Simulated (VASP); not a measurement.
# BaS in VASP: single point with r2SCAN

Aim: the single point of BaS with r2SCAN.

Program: VASP 6.6.1. These are calculated values, not measurements. Logs are shortened: lines on timing, memory, paths and dates and some standing lists are left out, and cuts for length are marked.

### Step 1. The cell of the first run

The cell holds a slab with vacuum, 8 atoms: a = 4.543 Å, b = 4.543 Å, c = 24.638 Å, α = 90.00°, β = 90.00°, γ = 90.00°.

### Step 2. Single point, r2SCAN

The input, POSCAR:

```
BaS
1.0
    4.5434723038      0.0000000000      0.0000000000
    0.0000000000      4.5434723038      0.0000000000
    0.0000000000      0.0000000000     24.6381602284
Ba S
4 4
Direct
    0.5000000000      0.5000000000      0.3067020038
    0.0000000000      0.0000000000      0.4348305363
    0.5000000000      0.5000000000      0.5651694522
    0.0000000000      0.0000000000      0.6932979941
    0.0000000000      0.0000000000      0.3070772929
    0.5000000000      0.5000000000      0.4338331945
    0.0000000000      0.0000000000      0.5661668150
    0.5000000000      0.5000000000      0.6929227111
```

The input, INCAR.step1:

```
PREC = Accurate ; ENCUT = 440
ISMEAR = 0 ; SIGMA = 0.05
LREAL = False ; LASPH = True
NELM = 120 ; LDIPOL = True
IDIPOL = 3 ; DIPOL = 0.5 0.5 0.500
NBANDS = 42 ; GGA = PE
ALGO = Normal ; EDIFF = 1E-5
LWAVE = True ; LCHARG = False
GGA_COMPAT = False ; NELMDL = -8
```

The input, INCAR.step2:

```
PREC = Accurate ; ENCUT = 440
EDIFF = 1E-6 ; ISMEAR = 0
SIGMA = 0.05 ; LREAL = False
LASPH = True ; NELM = 120
ALGO = Normal ; ISIF = 2
LWAVE = False ; LCHARG = False
LDIPOL = True ; IDIPOL = 3
DIPOL = 0.5 0.5 0.500 ; METAGGA = R2SCAN
LMIXTAU = True ; NBANDS = 42
ISTART = 1 ; GGA_COMPAT = False
```

The input, KPOINTS:

```
regular mesh
0
Gamma
  6 6 1
```

Potentials or basis: VASP PAW PBE potentials, release 64 (Ba_sv, S).

Launch:

```bash
> cat potpaw_PBE.64/Ba_sv/POTCAR potpaw_PBE.64/S/POTCAR > POTCAR
> cp INCAR.step1 INCAR
> mpirun -np 1 vasp_std > vasp.out
> cp INCAR.step2 INCAR
> mpirun -np 1 vasp_std > vasp.out
```

OUTCAR:

```text
PREC = Accurate
   ENCUT = 440
   EDIFF = 1E-6
   ISMEAR = 0
   LREAL = False
   LASPH = True
   NELM = 120
   ISIF = 2
   METAGGA = R2SCAN
   ISTART = 1

 ion  position               nearest neighbor table
   1  0.500  0.500  0.307-   6 3.13   5 3.21   5 3.21   5 3.21   5 3.21   2 4.50   2 4.50   2 4.50
                             2 4.50
   2  0.000  0.000  0.435-   5 3.15   6 3.21   6 3.21   6 3.21   6 3.21   7 3.24   1 4.50   1 4.50
                             1 4.50   1 4.50   3 4.54   3 4.54   3 4.54   3 4.54
   3  0.500  0.500  0.565-   8 3.15   7 3.21   7 3.21   7 3.21   7 3.21   6 3.24   4 4.50   4 4.50
                             4 4.50   4 4.50   2 4.54   2 4.54   2 4.54   2 4.54
   4  0.000  0.000  0.693-   7 3.13   8 3.21   8 3.21   8 3.21   8 3.21   3 4.50   3 4.50   3 4.50
                             3 4.50
   5  0.000  0.000  0.307-   2 3.15   1 3.21   1 3.21   1 3.21   1 3.21
   6  0.500  0.500  0.434-   1 3.13   2 3.21   2 3.21   2 3.21   2 3.21   3 3.24
   7  0.000  0.000  0.566-   4 3.13   3 3.21   3 3.21   3 3.21   3 3.21   2 3.24
   8  0.500  0.500  0.693-   3 3.15   4 3.21   4 3.21   4 3.21   4 3.21

  LATTYP: Found a simple tetragonal cell.
 ALAT       =     4.5434723038
 C/A-ratio  =     5.4227600788

  Lattice vectors:

 A1 = (   4.5434723038,   0.0000000000,   0.0000000000)
 A2 = (   0.0000000000,   4.5434723038,   0.0000000000)
 A3 = (   0.0000000000,   0.0000000000,  24.6381602284)

Analysis of symmetry for initial positions (statically):
=====================================================================
 Subroutine PRICEL returns:
 Original cell was already a primitive cell.

 Routine SETGRP: Setting up the symmetry group for a
 simple tetragonal supercell.

 Subroutine GETGRP returns: Found 16 space group operations
 (whereof  8 operations were pure point group operations)
 out of a pool of 16 trial point group operations.

The static configuration has the point symmetry C_4v.
 The point group associated with its full space group is D_4h.

Analysis of symmetry for dynamics (positions and initial velocities):
=====================================================================
 Subroutine PRICEL returns:
 Original cell was already a primitive cell.

 Routine SETGRP: Setting up the symmetry group for a
 simple tetragonal supercell.

 Subroutine GETGRP returns: Found 16 space group operations
 (whereof  8 operations were pure point group operations)
 out of a pool of 16 trial point group operations.

The dynamic configuration has the point symmetry C_4v.
 The point group associated with its full space group is D_4h.
[... 108 lines left out ...]
   NUPDOWN=      -1.0000    fix difference up-down
   EMIN   =  10.00;   EMAX   =-10.00  energy-range for DOS
   EFERMI =   0.00;   METHOD = LEGACY
   ISMEAR =     0;   SIGMA  =   0.05  broadening in eV -4-tet -1-fermi 0-gaus
   EFERMI_NEDOS =   21; number of points for ismear=-14 and -15
   IALGO  =     38    algorithm
   IMIX   =      4    mixing-type and parameters
     AMIX     =   0.40;   BMIX     =  1.00
     AMIX_MAG =   1.60;   BMIX_MAG =  1.00
  volume/ion in A,a.u.               =      63.58       429.03
  Fermi-wavevector in a.u.,A,eV,Ry     =   0.820364  1.550264  9.156690  0.672998
  Thomas-Fermi vector in A             =   1.931334
   LORBIT       =      0    0 simple, 1 ext, 2 COOP (PROOUT), +10 PAW based schemes
   METAGGA = R2SCAN    functional components
   LHFCALC =     F    Hartree Fock is set to
   AEXX    =    0.0000 exact exchange contribution
   IVDW    =     0    specifies the selected vdW correction
   LEPSILON=     F    determine dielectric tensor
   LRPA    =     F    only Hartree local field effects (RPA)
 non-spin polarized calculation
 Gauss-broadening in eV      SIGMA  =   0.05
  energy-cutoff  :      440.00
  volume of cell :      508.61
 maximum number of plane-waves:     10704
 NGX is ok and might be reduce to    32
   NGX = 15   NGY = 15   NGZ = 85

 number of electron      63.9999995 magnetization

 dipolmoment           0.000000      0.000000      0.000002 electrons x Angstroem

 Free energy of the ion-electron system (eV)
  ---------------------------------------------------
  ext. energy  EPLUGINS =         0.00000000
  ---------------------------------------------------
  free energy    TOTEN  =      -155.87735820 eV

  energy without entropy =     -155.87735820  energy(sigma->0) =     -155.87735820

 E-fermi :  -1.1662     XC(G=0):  -5.0473

 val. band max:       -1.3956482334   @ k =   0.0000   0.0000   0.0000
 cond. band min:       1.0450340626   @ k =   0.0000   0.0000   0.0000
 fundamental gap:      2.4406822960
 Fermi energy:        -1.1662077051

 k-point     1 :       0.0000    0.0000    0.0000
  band No.  band energies     occupation
      1     -28.7057      2.00000
      2     -28.7056      2.00000
      3     -28.3699      2.00000
      4     -28.3420      2.00000
      5     -13.8595      2.00000
      6     -13.7900      2.00000
[... 439 lines left out ...]
     41       5.0523      0.00000
     42       5.0523      0.00000

------------------------ aborting loop because EDIFF is reached ----------------------------------------

 vacuum level on the upper side and lower side of the slab       (xc-potential included)        -0.003        -0.003

  FORCE on cell =-STRESS in cart. coord.  units (eV):
  Direction    XX          YY          ZZ          XY          YZ          ZX
  --------------------------------------------------------------------------------------
  -------------------------------------------------------------------------------------
  Total       -1.0422069     -1.0422069      0.7596426      0.0000000      0.0000000      0.0000000
  in kB       -3.2830727     -3.2830727      2.3929623      0.0000000      0.0000000      0.0000000
  external PRESSURE =      -1.3910610 kB  Pullay stress =       0.0000000 kB

 VOLUME and BASIS-vectors are now :
 -----------------------------------------------------------------------------
  energy-cutoff  :      440.00
  volume of cell :      508.61
      direct lattice vectors                 reciprocal lattice vectors
     4.543472304  0.000000000  0.000000000     0.220095982  0.000000000  0.000000000
     0.000000000  4.543472304  0.000000000     0.000000000  0.220095982  0.000000000
     0.000000000  0.000000000 24.638160228     0.000000000  0.000000000  0.040587446

 POSITION                                       TOTAL-FORCE (eV/Angst)
 -----------------------------------------------------------------------------------
      2.27174      2.27174      7.55657         0.000000      0.000000     -0.024809
      0.00000      0.00000     10.71342         0.000000      0.000000     -0.004954
      2.27174      2.27174     13.92474         0.000000     -0.000000      0.004954
      0.00000      0.00000     17.08159         0.000000     -0.000000      0.024809
      0.00000      0.00000      7.56582         0.000000      0.000000     -0.064240
      2.27174      2.27174     10.68885         0.000000      0.000000      0.014152
      0.00000      0.00000     13.94931         0.000000     -0.000000     -0.014152
      2.27174      2.27174     17.07234        -0.000000     -0.000000      0.064240
 -----------------------------------------------------------------------------------
    total drift:                                0.000000     -0.000000      0.000069

  FREE ENERGIE OF THE ION-ELECTRON SYSTEM (eV)
  ---------------------------------------------------
  free  energy   TOTEN  =      -155.8773582039 eV

  energy  without entropy=     -155.8773582039  energy(sigma->0) =     -155.87735820

 vacuum level on the upper side and lower side of the slab         2.918         2.918
```

OSZICAR.step1:

```text
N       E                     dE             d eps       ncg     rms          rms(c)
DAV:   1     0.536999242839E+03    0.53700E+03   -0.22686E+04   880   0.106E+03
DAV:   2     0.226361466717E+02   -0.51436E+03   -0.49347E+03  1248   0.242E+02
DAV:   3    -0.406368730180E+02   -0.63273E+02   -0.62818E+02  1098   0.908E+01
DAV:   4    -0.430579430210E+02   -0.24211E+01   -0.24150E+01  1248   0.181E+01
[... 17 lines left out ...]
DAV:  22    -0.399794988150E+02   -0.34579E-03   -0.65797E-05   808   0.146E-02    0.397E-03
DAV:  23    -0.399795627235E+02   -0.63908E-04   -0.89025E-06   800   0.522E-03    0.399E-03
DAV:  24    -0.399795791398E+02   -0.16416E-04   -0.11840E-06   668   0.240E-03    0.221E-03
DAV:  25    -0.399795962038E+02   -0.17064E-04   -0.32764E-06   676   0.240E-03    0.196E-03
DAV:  26    -0.399795970761E+02   -0.87229E-06   -0.33407E-07   688   0.120E-03
   1 F= -.39979597E+02 E0= -.39979597E+02  d E =-.146337E-19
```

It took 19 min on 1 thread of AMD EPYC 7R13 (Zen 3), shared host; peak memory 0.52 GiB.

Results:

* Free energy: -155.8774 eV
* Largest force: 0.064 eV/Å
* Band gap on the k mesh: 2.44 eV

Forces in eV/Å, atoms in the order of the input:
```
Ba   0.000  0.000 -0.025
Ba   0.000  0.000 -0.005
Ba   0.000  0.000  0.005
Ba   0.000  0.000  0.025
S    0.000  0.000 -0.064
S    0.000  0.000  0.014
S    0.000  0.000 -0.014
S    0.000  0.000  0.064
```

Levels at points of the mesh, in eV from the valence-band top:
| k point | band 30 | band 31 | band 32 | band 33 | band 34 | band 35 |
| --- | --- | --- | --- | --- | --- | --- |
| (0.00, 0.00, 0.00) | -0.02 | 0.00 | 0.00 | 2.44 | 2.82 | 3.40 |
| (0.50, 0.00, 0.00) | -0.94 | -0.55 | -0.55 | 4.63 | 4.63 | 5.06 |
| (0.50, 0.50, 0.00) | -0.25 | -0.24 | -0.24 | 2.70 | 2.70 | 3.67 |

Caveat: the PAW data sets were made with another functional, which shifts forces and pressure a little; spin-orbit coupling is left out, which moves the levels of the heavy elements.
